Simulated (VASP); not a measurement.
# AlAs (b) (F-43m) in VASP: notebook

AlAs (b) is run at these levels: PBEsol; tasks: single point, relaxation of cell and atoms.

Everything below comes from runs of VASP 6.6.1. Logs are shortened: lines on timing, memory, paths and dates and some standing lists are left out, and cuts for length are marked.

### Step 1. The cell of the first run

Symmetry: F-43m, No. 216, cubic system. The conventional cell has a = 5.676 Å, b = 5.676 Å, c = 5.676 Å, α = 90.00°, β = 90.00°, γ = 90.00°. Al (site symmetry -43m) has 4 As at 2.46 Å within 3.2 Å. Within 3.2 Å of As (site symmetry -43m) lie 4 Al at 2.46 Å.

### Step 2. Single point, PBEsol

Input file INCAR:

```
PREC     = Accurate       # precision mode
ENCUT    = 500            # plane-wave cutoff, eV
EDIFF    = 1E-6           # SCF threshold, eV
ISMEAR   = 0              # smearing method
SIGMA    = 0.1            # smearing width, eV
LREAL    = False          # projectors in reciprocal space
LASPH    = True           # aspherical terms in the spheres
NELM     = 120            # most SCF steps
ALGO     = Normal         # electronic algorithm
ISIF     = 2              # what is computed and relaxed
LWAVE    = False          # write WAVECAR
LCHARG   = False          # write CHGCAR
GGA      = PS             # functional
NBANDS   = 11             # bands
GGA_COMPAT= False
```

Input file KPOINTS:

```
Automatic mesh
0
Gamma
  6 6 6
```

Input file POSCAR:

```
AlAs
1.0
    0.0000000000      2.8379008000      2.8379008000
    2.8379008000      0.0000000000      2.8379008000
    2.8379008000      2.8379008000      0.0000000000
Al As
1 1
Direct
    0.0000000000      0.0000000000      0.0000000000
    0.2500000000      0.2500000000      0.2500000000
```

Potentials or basis: VASP PAW PBE potentials, release 64 (Al, As).

Command:

```
$ cat potpaw_PBE.64/Al/POTCAR potpaw_PBE.64/As/POTCAR > POTCAR
$ mpirun -np 1 vasp_std > vasp.out
```

OUTCAR:

```text
PREC = Accurate
   ENCUT = 500
   EDIFF = 1E-6
   ISMEAR = 0
   LREAL = False
   LASPH = True
   NELM = 120
   ISIF = 2
   GGA = PS

 ion  position               nearest neighbor table
   1  0.000  0.000  0.000-   2 2.46   2 2.46   2 2.46   2 2.46
   2  0.250  0.250  0.250-   1 2.46   1 2.46   1 2.46   1 2.46

  LATTYP: Found a face centered cubic cell.
 ALAT       =     5.6758016000

  Lattice vectors:

 A1 = (   0.0000000000,   2.8379008000,   2.8379008000)
 A2 = (   2.8379008000,   0.0000000000,   2.8379008000)
 A3 = (   2.8379008000,   2.8379008000,   0.0000000000)

Analysis of symmetry for initial positions (statically):
=====================================================================
 Subroutine PRICEL returns:
 Original cell was already a primitive cell.

 Routine SETGRP: Setting up the symmetry group for a
 face centered cubic supercell.

 Subroutine GETGRP returns: Found 24 space group operations
 (whereof 24 operations were pure point group operations)
 out of a pool of 48 trial point group operations.

The static configuration has the point symmetry T_d .

Analysis of symmetry for dynamics (positions and initial velocities):
=====================================================================
 Subroutine PRICEL returns:
 Original cell was already a primitive cell.

 Routine SETGRP: Setting up the symmetry group for a
 face centered cubic supercell.

 Subroutine GETGRP returns: Found 24 space group operations
 (whereof 24 operations were pure point group operations)
 out of a pool of 48 trial point group operations.

The dynamic configuration has the point symmetry T_d .

 Subroutine INISYM returns: Found 24 space group operations
 (whereof 24 operations are pure point group operations),
 and found     1 'primitive' translations

----------------------------------------------------------------------------------------

                                     Primitive cell

  volume of cell :      45.7111

  direct lattice vectors                    reciprocal lattice vectors
     0.000000000  2.837900800  2.837900800    -0.176186567  0.176186567  0.176186567
     2.837900800  0.000000000  2.837900800     0.176186567 -0.176186567  0.176186567
     2.837900800  2.837900800  0.000000000     0.176186567  0.176186567 -0.176186567

  length of vectors
     4.013397800  4.013397800  4.013397800     0.305164086  0.305164086  0.305164086

  position of ions in fractional coordinates (direct lattice)
     0.000000000  0.000000000  0.000000000
     0.250000000  0.250000000  0.250000000

  ion indices of the primitive-cell ions
   primitive index   ion index
                 1           1
                 2           2

----------------------------------------------------------------------------------------

 KPOINTS: Automatic mesh

Automatic generation of k-mesh.
 Grid dimensions read from file:
 generate k-points for:    6    6    6

 Generating k-lattice:

  Cartesian coordinates                     Fractional coordinates (reciprocal lattice)
    -0.029364428  0.029364428  0.029364428     0.166666667  0.000000000  0.000000000
     0.029364428 -0.029364428  0.029364428     0.000000000  0.166666667  0.000000000
     0.029364428  0.029364428 -0.029364428     0.000000000  0.000000000  0.166666667

  Length of vectors
     0.050860681  0.050860681  0.050860681

  Shift w.r.t. Gamma in fractional coordinates (k-lattice)
     0.000000000  0.000000000  0.000000000

 Subroutine IBZKPT returns following result:
 ===========================================

 Found     16 irreducible k-points:

 Following reciprocal coordinates:
            Coordinates               Weight
  0.000000  0.000000  0.000000      1.000000
  0.166667  0.000000  0.000000      8.000000
  0.333333  0.000000  0.000000      8.000000
  0.500000  0.000000  0.000000      4.000000
  0.166667  0.166667  0.000000      6.000000
  0.333333  0.166667  0.000000     24.000000
[... 8 lines left out ...]
 -0.333333  0.333333  0.166667     24.000000
 -0.333333  0.500000  0.166667     12.000000
   k-points           NKPTS =     16   k-points in BZ     NKDIM =     16   number of bands    NBANDS=     11
   number of dos      NEDOS =    301   number of ions     NIONS =      2
   total plane-waves  NPLWV =  27000
   dimension x,y,z NGX =    30 NGY =   30 NGZ =   30
   dimension x,y,z NGXF=    60 NGYF=   60 NGZF=   60
   ions per type =               1   1
   NGX,Y,Z   is equivalent  to a cutoff of  12.43, 12.43, 12.43 a.u.
   NGXF,Y,Z  is equivalent  to a cutoff of  24.85, 24.85, 24.85 a.u.
 SYSTEM =  unknown system
   PREC   = accura    normal or accurate (medium, high low for compatibility)
   ISTART =      0    job   : 0-new  1-cont  2-samecut
   ICHARG =      2    charge: 1-file 2-atom 10-const
   ISPIN  =      1    spin polarized calculation?
   LNONCOLLINEAR =      F non collinear calculations
   LSORBIT =      F    spin-orbit coupling
   LASPH  =      T    aspherical Exc in radial PAW
   ENCUT  =  500.0 eV  36.75 Ry    6.06 a.u.   7.32  7.32  7.32*2*pi/ulx,y,z
   NELM   =    120;   NELMIN=  2; NELMDL= -5     # of ELM steps
   EDIFF  = 0.1E-05   stopping-criterion for ELM
   LREAL  =      F    real-space projection
   EDIFFG = 0.1E-04   stopping-criterion for IOM
   NSW    =      0    number of steps for IOM
   IBRION =     -1    ionic relax: 0-MD 1-quasi-New 2-CG
   NFREE  =      0    steps in history (QN), initial steepest desc. (CG)
   ISIF   =      2    stress and relaxation
   ISYM   =      2    0-nonsym 1-usesym 2-fastsym
   POTIM  = 0.5000    time-step for ionic-motion
   TEBEG  =    0.0;   TEEND  =   0.0 temperature during run
   PSTRESS=    0.0 pullay stress
   NELECT =       8.0000    total number of electrons
   NUPDOWN=      -1.0000    fix difference up-down
   EMIN   =  10.00;   EMAX   =-10.00  energy-range for DOS
   EFERMI =   0.00;   METHOD = LEGACY
   ISMEAR =     0;   SIGMA  =   0.10  broadening in eV -4-tet -1-fermi 0-gaus
   EFERMI_NEDOS =   21; number of points for ismear=-14 and -15
   IALGO  =     38    algorithm
   IMIX   =      4    mixing-type and parameters
     AMIX     =   0.40;   BMIX     =  1.00
     AMIX_MAG =   1.60;   BMIX_MAG =  1.00
  volume/ion in A,a.u.               =      22.86       154.24
  Fermi-wavevector in a.u.,A,eV,Ry     =   0.915723  1.730466 11.409155  0.838549
  Thomas-Fermi vector in A             =   2.040497
   LORBIT       =      0    0 simple, 1 ext, 2 COOP (PROOUT), +10 PAW based schemes
   GGA     = PS    functional components
   LHFCALC =     F    Hartree Fock is set to
   AEXX    =    0.0000 exact exchange contribution
   IVDW    =     0    specifies the selected vdW correction
   LEPSILON=     F    determine dielectric tensor
   LRPA    =     F    only Hartree local field effects (RPA)
 non-spin polarized calculation
 Gauss-broadening in eV      SIGMA  =   0.10
  energy-cutoff  :      500.00
  volume of cell :       45.71
 maximum number of plane-waves:      1211
 NGX is ok and might be reduce to    30
   NGX = 15   NGY = 15   NGZ = 15

 number of electron       8.0000000 magnetization

 Free energy of the ion-electron system (eV)
  ---------------------------------------------------
  ext. energy  EPLUGINS =         0.00000000
  ---------------------------------------------------
  free energy    TOTEN  =       -10.05358379 eV

  energy without entropy =      -10.05358379  energy(sigma->0) =      -10.05358379

 E-fermi :   4.2250     XC(G=0):  -9.1629

 val. band max:        3.7405636730   @ k =   0.0000   0.0000   0.0000
 cond. band min:       5.0688918960   @ k =   0.5000   0.5000   0.0000
 fundamental gap:      1.3283282230
 Fermi energy:         4.2250426025

 k-point     1 :       0.0000    0.0000    0.0000
  band No.  band energies     occupation
      1      -8.1023      2.00000
      2       3.7406      2.00000
      3       3.7406      2.00000
      4       3.7406      2.00000
      5       5.6569      0.00000
      6       7.9858      0.00000
      7       7.9858      0.00000
      8       7.9858      0.00000
      9      12.4043      0.00000
     10      12.7115      0.00000
     11      12.7115      0.00000

 k-point     2 :       0.1667    0.0000    0.0000
  band No.  band energies     occupation
      1      -7.8357      2.00000
      2       1.6278      2.00000
      3       3.4784      2.00000
      4       3.4784      2.00000
      5       6.4659      0.00000
      6       8.4191      0.00000
      7       8.4191      0.00000
      8       8.8439      0.00000
      9      11.9044      0.00000
     10      11.9044      0.00000
     11      13.2868      0.00000

 k-point     3 :       0.3333    0.0000    0.0000
  band No.  band energies     occupation
      1      -7.1614      2.00000
      2      -0.7574      2.00000
      3       3.0801      2.00000
      4       3.0801      2.00000
      5       6.0158      0.00000
      6       8.5473      0.00000
      7       8.5473      0.00000
      8      11.0852      0.00000
      9      12.7101      0.00000
     10      12.7101      0.00000
     11      12.9243      0.00000

 k-point     4 :       0.5000    0.0000    0.0000
  band No.  band energies     occupation
      1      -6.6920      2.00000
      2      -1.8300      2.00000
      3       2.9196      2.00000
      4       2.9196      2.00000
      5       5.7892      0.00000
      6       8.3619      0.00000
      7       8.3619      0.00000
      8      11.2998      0.00000
      9      14.7360      0.00000
     10      15.2043      0.00000
     11      15.2043      0.00000
[... 127 lines left out ...]
 k-point    14 :       0.5000    0.3333    0.1667
  band No.  band energies     occupation
      1      -6.6400      2.00000
      2      -0.8955      2.00000
      3       1.0128      2.00000
      4       2.0904      2.00000
      5       7.3207      0.00000
      6       8.2116      0.00000
      7       8.8066      0.00000
      8      11.5822      0.00000
      9      12.9047      0.00000
     10      14.3334      0.00000
     11      16.6048      0.00000

 k-point    15 :      -0.3333    0.3333    0.1667
  band No.  band energies     occupation
      1      -6.2831      2.00000
      2      -1.3726      2.00000
      3       0.5577      2.00000
      4       1.7088      2.00000
      5       7.5860      0.00000
      6       8.2399      0.00000
      7      10.3658      0.00000
      8      11.0522      0.00000
      9      12.0050      0.00000
     10      15.1048      0.00000
     11      16.4281      0.00000

 k-point    16 :      -0.3333    0.5000    0.1667
  band No.  band energies     occupation
      1      -6.1243      2.00000
      2      -1.4378      2.00000
      3       0.7974      2.00000
      4       1.0421      2.00000
      5       6.8142      0.00000
      6       7.7802      0.00000
      7      10.7660      0.00000
      8      11.4776      0.00000
      9      14.2115      0.00000
     10      15.9690      0.00000
     11      16.1784      0.00000

------------------------ aborting loop because EDIFF is reached ----------------------------------------

  FORCE on cell =-STRESS in cart. coord.  units (eV):
  Direction    XX          YY          ZZ          XY          YZ          ZX
  --------------------------------------------------------------------------------------
  -------------------------------------------------------------------------------------
  Total        0.0694594      0.0694594      0.0694594      0.0000000     -0.0000000      0.0000000
  in kB        2.4345577      2.4345577      2.4345577      0.0000000     -0.0000000      0.0000000
  external PRESSURE =       2.4345577 kB  Pullay stress =       0.0000000 kB

 VOLUME and BASIS-vectors are now :
 -----------------------------------------------------------------------------
  energy-cutoff  :      500.00
  volume of cell :       45.71
      direct lattice vectors                 reciprocal lattice vectors
     0.000000000  2.837900800  2.837900800    -0.176186567  0.176186567  0.176186567
     2.837900800  0.000000000  2.837900800     0.176186567 -0.176186567  0.176186567
     2.837900800  2.837900800  0.000000000     0.176186567  0.176186567 -0.176186567

 POSITION                                       TOTAL-FORCE (eV/Angst)
 -----------------------------------------------------------------------------------
      0.00000      0.00000      0.00000        -0.000000     -0.000000     -0.000000
      1.41895      1.41895      1.41895         0.000000      0.000000      0.000000
 -----------------------------------------------------------------------------------
    total drift:                                0.000000      0.000000     -0.000000

  FREE ENERGIE OF THE ION-ELECTRON SYSTEM (eV)
  ---------------------------------------------------
  free  energy   TOTEN  =       -10.0535837913 eV

  energy  without entropy=      -10.0535837913  energy(sigma->0) =      -10.05358379
```

Wall time 12 s (1 thread of Intel Xeon 6975P-C, shared host); peak memory 0.16 GiB.

What came out:

- Free energy: -10.0536 eV
- Pressure: 0.2 GPa
- Band gap on the k mesh: 1.33 eV, indirect (least direct gap 1.92 eV)

Caveat: the PAW data sets were made with another functional, which shifts forces and pressure a little.

(Part 1 of 2 ends here.)
